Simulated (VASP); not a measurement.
# RbY2 (Fm-3m) in VASP: notebook, part 2 of 2

VASP 6.6.1. The steps go on from the part before.

### Step 3. Relaxation of cell and atoms, PBE

Contents of INCAR:

```
SYSTEM = RbY2
ALGO = Normal ; EDIFF = 1E-6
EDIFFG = -0.04 ; ENCUT = 600
GGA = PE ; IBRION = 2
ISIF = 3 ; ISMEAR = 0
LASPH = .True. ; LCHARG = .False.
LREAL = .False. ; LWAVE = .False.
NELM = 60 ; NSW = 90
PREC = Accurate ; SIGMA = 0.1
```

Contents of KPOINTS:

```
k-points
0
Gamma
  4 4 4
  0 0 0
```

Contents of POSCAR:

```
RbY2
1.0
    0.0000000000      3.5892491314      3.5892491314
    3.5892491314      0.0000000000      3.5892491314
    3.5892491314      3.5892491314      0.0000000000
Rb Y
1 2
Direct
    0.0000000000      0.0000000000      0.0000000000
    0.2500000000      0.2500000000      0.2500000000
    0.7500000000      0.7500000000      0.7500000000
```

Potentials or basis: VASP PAW PBE potentials, release 64 (Rb_sv, Y_sv).

Started as:

```
cat potpaw_PBE.64/Rb_sv/POTCAR potpaw_PBE.64/Y_sv/POTCAR > POTCAR
mpirun -np 1 vasp_std > vasp.out
```

OUTCAR:

```text
SYSTEM = RbY2
   EDIFF = 1E-6
   EDIFFG = -0.04
   ENCUT = 600
   GGA = PE
   IBRION = 2
   ISIF = 3
   ISMEAR = 0
   LASPH = .True.
   LREAL = .False.
   NELM = 60
   NSW = 90
   PREC = Accurate

 ion  position               nearest neighbor table
   1  0.000  0.000  0.000-   3 3.11   3 3.11   3 3.11   2 3.11   3 3.11   2 3.11   2 3.11   2 3.11

   2  0.250  0.250  0.250-   1 3.11   1 3.11   1 3.11   1 3.11   3 3.59   3 3.59   3 3.59   3 3.59
                             3 3.59   3 3.59
   3  0.750  0.750  0.750-   1 3.11   1 3.11   1 3.11   1 3.11   2 3.59   2 3.59   2 3.59   2 3.59
                             2 3.59   2 3.59

  LATTYP: Found a face centered cubic cell.
 ALAT       =     7.1784982628

  Lattice vectors:

 A1 = (   0.0000000000,   3.5892491314,   3.5892491314)
 A2 = (   3.5892491314,   0.0000000000,   3.5892491314)
 A3 = (   3.5892491314,   3.5892491314,   0.0000000000)

Analysis of symmetry for initial positions (statically):
=====================================================================
 Subroutine PRICEL returns:
 Original cell was already a primitive cell.

 Routine SETGRP: Setting up the symmetry group for a
 face centered cubic supercell.

 Subroutine GETGRP returns: Found 48 space group operations
[... 142 lines left out ...]
--------------------------------------- Ionic step        1  -------------------------------------------

 number of electron      30.9999999 magnetization

 Free energy of the ion-electron system (eV)
  ---------------------------------------------------
  ext. energy  EPLUGINS =         0.00000000
  ---------------------------------------------------
  free energy    TOTEN  =        -8.97058183 eV

  energy without entropy =       -8.95346833  energy(sigma->0) =       -8.96202508

------------------------ aborting loop because EDIFF is reached ----------------------------------------

  FORCE on cell =-STRESS in cart. coord.  units (eV):
  Direction    XX          YY          ZZ          XY          YZ          ZX
  --------------------------------------------------------------------------------------
  -------------------------------------------------------------------------------------
  Total        3.8328065      3.8328065      3.8328065     -0.0000000      0.0000000     -0.0000000
  in kB       66.4028418     66.4028418     66.4028418     -0.0000000      0.0000000     -0.0000000
  external PRESSURE =      66.4028418 kB  Pullay stress =       0.0000000 kB
[... 98 lines left out ...]
--------------------------------------- Ionic step        4  -------------------------------------------

 number of electron      30.9999999 magnetization

 Free energy of the ion-electron system (eV)
  ---------------------------------------------------
  ext. energy  EPLUGINS =         0.00000000
  ---------------------------------------------------
  free energy    TOTEN  =        -9.68024385 eV

  energy without entropy =       -9.62260293  energy(sigma->0) =       -9.65142339

 E-fermi :   1.5994     XC(G=0):  -7.9948

 val. band max:        1.5951708607   @ k =   0.2500   0.2500   0.0000
 cond. band min:       1.6375622740   @ k =   0.2500   0.0000   0.0000
 fundamental gap:      0.0423914132
 Fermi energy:         1.5994481813

 k-point     1 :       0.0000    0.0000    0.0000
  band No.  band energies     occupation
      1     -42.2982      2.00000
      2     -42.2869      2.00000
      3     -26.3727      2.00000
      4     -22.2591      2.00000
      5     -22.2591      2.00000
      6     -22.2591      2.00000
[... 195 lines left out ...]
  FREE ENERGIE OF THE ION-ELECTRON SYSTEM (eV)
  ---------------------------------------------------
  free  energy   TOTEN  =        -9.6802438464 eV

  energy  without entropy=       -9.6226029251  energy(sigma->0) =       -9.65142339

 reached required accuracy - stopping structural energy minimisation
```

CONTCAR:

```text
RbY2
   1.00000000000000
    -0.0000000000000000    4.0693524546082900    4.0693524546082900
     4.0693524546082900   -0.0000000000000000    4.0693524546082900
     4.0693524546082900    4.0693524546082900   -0.0000000000000000
  Rb              Y
     1     2
Direct
     0.0000000000000000    1.0000000000000000    0.0000000000000000
     0.2500000000000000    0.2500000000000000    0.2500000000000000
     0.7500000000000000    0.7500000000000000    0.7500000000000000

  0.00000000E+00  0.00000000E+00  0.00000000E+00
  0.00000000E+00  0.00000000E+00  0.00000000E+00
  0.00000000E+00  0.00000000E+00  0.00000000E+00
```

It took 64 s on 1 thread of AMD EPYC 9R45 (Zen 5), shared host; peak memory 0.25 GiB.

What came out:

```yaml
Free_energy: -9.6802 eV
Relaxed_volume: 44.92 Å³/atom
Relaxed_cell: a = 5.755 Å, b = 5.755 Å, c = 5.755 Å, α = 60.00°, β = 60.00°, γ = 60.00°
Space_group_after_relaxing_to_0.1_Å: Fm-3m (No. 225)
Energy_gained_by_relaxing: 236.6 meV/atom
Ionic_steps: 4
Pressure_after_relaxing: 0.0 GPa
Band_gap_on_the_k_mesh: zero (an odd number of electrons rules out a gap without spin polarisation)
```

The path:
| step | energy change (eV) | largest force (eV/Å) | pressure (GPa) | volume (Å³) |
| --- | --- | --- | --- | --- |
| 1 | 0.0000 | 0.0000 | 6.64 | 92.48 |
| 2 | -0.5056 | 0.0000 | 2.85 | 110.65 |
| 3 | -0.7077 | 0.0000 | 0.24 | 132.23 |
| 4 | -0.7097 | 0.0000 | -0.02 | 134.77 |

Final structure:
```cif
data_structure
_symmetry_space_group_name_H-M 'P 1'
_symmetry_Int_Tables_number 1
_cell_length_a 5.7549
_cell_length_b 5.7549
_cell_length_c 5.7549
_cell_angle_alpha 60.000
_cell_angle_beta 60.000
_cell_angle_gamma 60.000
_cell_volume 134.77
loop_
_atom_site_label
_atom_site_type_symbol
_atom_site_fract_x
_atom_site_fract_y
_atom_site_fract_z
_atom_site_occupancy
Rb1 Rb 0.00000 0.00000 0.00000 1
Y1 Y 0.25000 0.25000 0.25000 1
Y2 Y 0.75000 0.75000 0.75000 1
```

Levels at points of the mesh, in eV from the Fermi level:
| k point | band 11 | band 12 | band 13 | band 14 | band 15 | band 16 | band 17 | band 18 | band 19 |
| --- | --- | --- | --- | --- | --- | --- | --- | --- | --- |
| (0.00, 0.00, 0.00) | -12.22 | -12.22 | -3.54 | -0.55 | -0.55 | 0.40 | 0.40 | 0.40 | 1.63 |
| (0.50, 0.00, 0.00) | -12.21 | -12.21 | -1.74 | -1.29 | 0.08 | 0.08 | 0.70 | 0.71 | 0.79 |
| (0.50, 0.50, 0.00) | -12.21 | -12.21 | -1.43 | -0.98 | -0.84 | -0.26 | 0.05 | 1.19 | 1.19 |

Caveat: the k points lie up to 0.33 Å⁻¹ apart in the final cell, too coarse for converged energies and pressures of a metal; the volume moved by over 15 % at a fixed basis, so the end points are rough.

### Step 4. Single point, PBE

This run uses another cell than the first one, of 44.44 Å³/atom.

Contents of INCAR:

```
  PREC = Accurate
  ENCUT = 520
  EDIFF = 1E-6
  ISMEAR = 0
  SIGMA = 0.1
  LREAL = False
  LASPH = True
  NELM = 80
  ALGO = Fast
  ISIF = 2
  LWAVE = False
  LCHARG = False
  GGA = PE
  NBANDS = 22
```

Contents of KPOINTS:

```
Automatic mesh
0
Gamma
  10 10 10
```

Contents of POSCAR:

```
RbY2
1.0
    0.0000000000      4.0546622253      4.0546622253
    4.0546622253      0.0000000000      4.0546622253
    4.0546622253      4.0546622253      0.0000000000
Rb Y
1 2
Direct
    0.0000000000      0.0000000000      0.0000000000
    0.2500000000      0.2500000000      0.2500000000
    0.7500000000      0.7500000000      0.7500000000
```

Started as:

```
cat potpaw_PBE.64/Rb_sv/POTCAR potpaw_PBE.64/Y_sv/POTCAR > POTCAR
mpirun -np 1 vasp_std > vasp.out
```

Wall time 6.2 min (1 thread of AMD EPYC 9R45 (Zen 5), shared host); peak memory 0.39 GiB.

It converged, with:

- Free energy: -9.7143 eV
- Pressure: 0.0 GPa
- Band gap on the k mesh: zero (an odd number of electrons rules out a gap without spin polarisation)

Levels at points of the mesh, in eV from the Fermi level:
| k point | band 11 | band 12 | band 13 | band 14 | band 15 | band 16 | band 17 | band 18 | band 19 | band 20 |
| --- | --- | --- | --- | --- | --- | --- | --- | --- | --- | --- |
| (0.00, 0.00, 0.00) | -12.19 | -12.19 | -3.50 | -0.52 | -0.52 | 0.46 | 0.46 | 0.46 | 1.69 | 1.69 |
| (0.50, 0.00, 0.00) | -12.19 | -12.19 | -1.68 | -1.24 | 0.12 | 0.12 | 0.75 | 0.75 | 0.85 | 0.99 |
| (0.50, 0.50, 0.00) | -12.18 | -12.18 | -1.37 | -0.93 | -0.81 | -0.20 | 0.09 | 1.24 | 1.24 | 1.54 |

### Step 5. Relaxation of cell and atoms, PBE

This run uses another cell than the first one, of 45.08 Å³/atom.

Contents of INCAR:

```
SYSTEM = RbY2
ALGO = Fast
EDIFF = 1E-7
EDIFFG = -0.01
ENCUT = 600
GGA = PE
IBRION = 2
ISIF = 3
ISMEAR = 0
LASPH = .TRUE.
LCHARG = .FALSE.
LREAL = .FALSE.
LWAVE = .FALSE.
NELM = 60
NSW = 100
PREC = Accurate
SIGMA = 0.1
```

Contents of KPOINTS:

```
k-points
0
G
  10 10 10
  0 0 0
```

Contents of POSCAR:

```
RbY2
1.0
    0.0000000000      4.0740341577      4.0740341577
    4.0740341577      0.0000000000      4.0740341577
    4.0740341577      4.0740341577      0.0000000000
Rb Y
1 2
Direct
    0.0000000000      0.0000000000      0.0000000000
    0.2500000000      0.2500000000      0.2500000000
    0.7500000000      0.7500000000      0.7500000000
```

Potentials or basis: VASP PAW PBE potentials, release 64 (Rb_sv, Y_sv).

Started as:

```
cat potpaw_PBE.64/Rb_sv/POTCAR potpaw_PBE.64/Y_sv/POTCAR > POTCAR
mpirun -np 1 vasp_std > vasp.out
```

OUTCAR:

```text
SYSTEM = RbY2
   EDIFF = 1E-7
   EDIFFG = -0.01
   ENCUT = 600
   GGA = PE
   IBRION = 2
   ISIF = 3
   ISMEAR = 0
   LASPH = .TRUE.
   LREAL = .FALSE.
   NELM = 60
   NSW = 100
   PREC = Accurate

 ion  position               nearest neighbor table
   1  0.000  0.000  0.000-   3 3.53   3 3.53   3 3.53   2 3.53   3 3.53   2 3.53   2 3.53   2 3.53

   2  0.250  0.250  0.250-   1 3.53   1 3.53   1 3.53   1 3.53   3 4.07   3 4.07   3 4.07   3 4.07
                             3 4.07   3 4.07
   3  0.750  0.750  0.750-   1 3.53   1 3.53   1 3.53   1 3.53   2 4.07   2 4.07   2 4.07   2 4.07
                             2 4.07   2 4.07

  LATTYP: Found a face centered cubic cell.
 ALAT       =     8.1480683154

  Lattice vectors:

 A1 = (   0.0000000000,   4.0740341577,   4.0740341577)
 A2 = (   4.0740341577,   0.0000000000,   4.0740341577)
 A3 = (   4.0740341577,   4.0740341577,   0.0000000000)

Analysis of symmetry for initial positions (statically):
=====================================================================
 Subroutine PRICEL returns:
 Original cell was already a primitive cell.

 Routine SETGRP: Setting up the symmetry group for a
 face centered cubic supercell.

 Subroutine GETGRP returns: Found 48 space group operations
 (whereof 48 operations were pure point group operations)
 out of a pool of 48 trial point group operations.

The static configuration has the point symmetry O_h .

Analysis of symmetry for dynamics (positions and initial velocities):
=====================================================================
 Subroutine PRICEL returns:
 Original cell was already a primitive cell.

 Routine SETGRP: Setting up the symmetry group for a
 face centered cubic supercell.

 Subroutine GETGRP returns: Found 48 space group operations
 (whereof 48 operations were pure point group operations)
[... 126 lines left out ...]
  Fermi-wavevector in a.u.,A,eV,Ry     =   1.001907  1.893330 13.657767  1.003818
  Thomas-Fermi vector in A             =   2.134360
   LORBIT       =      0    0 simple, 1 ext, 2 COOP (PROOUT), +10 PAW based schemes
   GGA     = PE    functional components
   LHFCALC =     F    Hartree Fock is set to
   AEXX    =    0.0000 exact exchange contribution
   IVDW    =     0    specifies the selected vdW correction
   LEPSILON=     F    determine dielectric tensor
   LRPA    =     F    only Hartree local field effects (RPA)
 conjugate gradient relaxation of ions
 non-spin polarized calculation
 RMM-DIIS sequential band-by-band and
 Gauss-broadening in eV      SIGMA  =   0.10
  energy-cutoff  :      600.00
  volume of cell :      135.24
 maximum number of plane-waves:      4573
 NGX is ok and might be reduce to    48
   NGX = 23   NGY = 23   NGZ = 23

--------------------------------------- Ionic step        1  -------------------------------------------

 number of electron      31.0000001 magnetization

 Free energy of the ion-electron system (eV)
  ---------------------------------------------------
  ext. energy  EPLUGINS =         0.00000000
  ---------------------------------------------------
  free energy    TOTEN  =        -9.71334786 eV

  energy without entropy =       -9.67616314  energy(sigma->0) =       -9.69475550

------------------------ aborting loop EDIFF was not reached (unconverged)  ----------------------------

  FORCE on cell =-STRESS in cart. coord.  units (eV):
  Direction    XX          YY          ZZ          XY          YZ          ZX
  --------------------------------------------------------------------------------------
  -------------------------------------------------------------------------------------
  Total       -0.1356406     -0.1356406     -0.1356406     -0.0000000     -0.0000000      0.0000000
  in kB       -1.6069269     -1.6069269     -1.6069269     -0.0000000     -0.0000000      0.0000000
  external PRESSURE =      -1.6069269 kB  Pullay stress =       0.0000000 kB
[... 98 lines left out ...]
--------------------------------------- Ionic step        4  -------------------------------------------

 number of electron      31.0000001 magnetization

 Free energy of the ion-electron system (eV)
  ---------------------------------------------------
  ext. energy  EPLUGINS =         0.00000000
  ---------------------------------------------------
  free energy    TOTEN  =        -9.71429963 eV

  energy without entropy =       -9.67739728  energy(sigma->0) =       -9.69584846

 E-fermi :   1.5877     XC(G=0):  -8.0266

 val. band max:        1.5845075784   @ k =   0.5000   0.1000   0.0000
 cond. band min:       1.5886997631   @ k =   0.5000   0.3000   0.1000
 fundamental gap:      0.0041921847
 Fermi energy:         1.5877440349

 k-point     1 :       0.0000    0.0000    0.0000
  band No.  band energies     occupation
      1     -42.2485      2.00000
      2     -42.2367      2.00000
      3     -26.3561      2.00000
      4     -22.2115      2.00000
      5     -22.2115      2.00000
      6     -22.2115      2.00000
[... 505 lines left out ...]
      6     -22.2043      2.00000
[... 11 lines left out ...]
     18       2.5694      0.00000
     19       2.6155      0.00000

 [... further k-points ...]
[... 5 lines left out ...]
  --------------------------------------------------------------------------------------
  -------------------------------------------------------------------------------------
  Total       -0.0123175     -0.0123175     -0.0123175     -0.0000000     -0.0000000      0.0000000
  in kB       -0.1477707     -0.1477707     -0.1477707     -0.0000000     -0.0000000      0.0000000
  external PRESSURE =      -0.1477707 kB  Pullay stress =       0.0000000 kB
[... 18 lines left out ...]
  FREE ENERGIE OF THE ION-ELECTRON SYSTEM (eV)
  ---------------------------------------------------
  free  energy   TOTEN  =        -9.7142996296 eV

  energy  without entropy=       -9.6773972805  energy(sigma->0) =       -9.69584846

 reached required accuracy - stopping structural energy minimisation
```

CONTCAR:

```text
RbY2
   1.00000000000000
    -0.0000000000000000    4.0569997482996536    4.0569997482996536
     4.0569997482996536   -0.0000000000000000    4.0569997482996536
     4.0569997482996536    4.0569997482996536    0.0000000000000000
  Rb              Y
     1     2
Direct
     0.0000000000000000    1.0000000000000000    1.0000000000000000
     0.2500000000000000    0.2500000000000000    0.2500000000000000
     0.7500000000000000    0.7500000000000000    0.7500000000000000

  0.00000000E+00  0.00000000E+00  0.00000000E+00
  0.00000000E+00  0.00000000E+00  0.00000000E+00
  0.00000000E+00  0.00000000E+00  0.00000000E+00
```

It took 16 min on 1 thread of AMD EPYC 9R45 (Zen 5), shared host; peak memory 0.42 GiB.

What came out:

```yaml
Free_energy: -9.7143 eV
Relaxed_volume: 44.52 Å³/atom
Relaxed_cell: a = 5.737 Å, b = 5.737 Å, c = 5.737 Å, α = 60.00°, β = 60.00°, γ = 60.00°
Space_group_after_relaxing_to_0.1_Å: Fm-3m (No. 225)
Energy_gained_by_relaxing: 0.3 meV/atom
Ionic_steps: 4
Pressure_after_relaxing: 0.0 GPa
Band_gap_on_the_k_mesh: zero (an odd number of electrons rules out a gap without spin polarisation)
```

Step by step:
```tsv
step	energy change (eV)	largest force (eV/Å)	pressure (GPa)	volume (Å³)
1	0.0000	0.0000	-0.16	135.24
2	-0.0007	0.0000	-0.06	134.36
3	-0.0008	0.0000	-0.06	134.09
4	-0.0010	0.0000	-0.01	133.55
```

Final structure:
```
Rb Y
1.0
     0.00000    4.05700    4.05700
     4.05700    0.00000    4.05700
     4.05700    4.05700    0.00000
Rb Y
1 2
Direct
  0.00000 0.00000 0.00000
  0.25000 0.25000 0.25000
  0.75000 0.75000 0.75000
```

### Step 6. Overview

| task | cell | k mesh | cutoff (eV) | gap on the mesh (eV) | pressure (GPa) | relaxed volume (Å³/atom) |
| --- | --- | --- | --- | --- | --- | --- |
| single point | a = 5.076 Å, angles 60.0°, 3 atoms | 4 × 4 × 4 | 520 | none | 6.6 | - |
| relaxation of cell and atoms | relaxed from a = 5.076 Å, angles 60.0°, 3 atoms | 4 × 4 × 4 | 600 | none | 0.0 | 44.92 |
| single point | a = 5.734 Å, angles 60.0°, 3 atoms | 10 × 10 × 10 | 520 | none | 0.0 | - |
| relaxation of cell and atoms | relaxed from a = 5.762 Å, angles 60.0°, 3 atoms | 10 × 10 × 10 | 600 | none | 0.0 | 44.52 |

Alike in all rows: level PBE; potentials or basis VASP PAW PBE potentials, release 64 (Rb_sv, Y_sv); no spin polarisation; smearing gaussian 0.1 eV.

Caveats: some runs use coarse meshes; the volume moved by over 15 % at a fixed basis, so the end points are rough (at least some runs).

Absolute energies hang on the potentials; compare differences alone.

The gap in the log of VASP goes by the Fermi energy; the results here count the filled bands.